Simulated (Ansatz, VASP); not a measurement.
**One calculation of Nb, two programs**

```
CELL_PARAMETERS angstrom
0.00000 2.89513 2.89513
2.89513 0.00000 2.89513
2.89513 2.89513 0.00000
ATOMIC_POSITIONS crystal
Nb 0.12500 0.12500 0.12500
Nb 0.87500 0.87500 0.87500
```

Alike in both runs: task relaxation of cell and atoms; functional RPBE; k mesh 9 × 9 × 9; occupations fermi-dirac, width 0.1 eV; no spin polarisation.

|  | VASP | Ansatz |
| --- | --- | --- |
| version | VASP 6.6.1 | Ansatz 0.2.0 |
| potentials or method | VASP PAW PBE potentials, release 64 (Nb_sv), cutoff 600 eV | plane waves (420 eV) with PAW, scalar-relativistic |
| valence electrons in the cell | 26 | 26 |

Ansatz gave:

```
relaxed volume (Å³/atom)                                     : 26.58
relaxed cell length with the largest relative difference (Å) : 4.221
```

Estimate VASP's values.

relaxed volume (Å³/atom): 26.57; relaxed cell length with the largest relative difference (Å): 4.220.

VASP's potentials were made for PBE, not for RPBE.
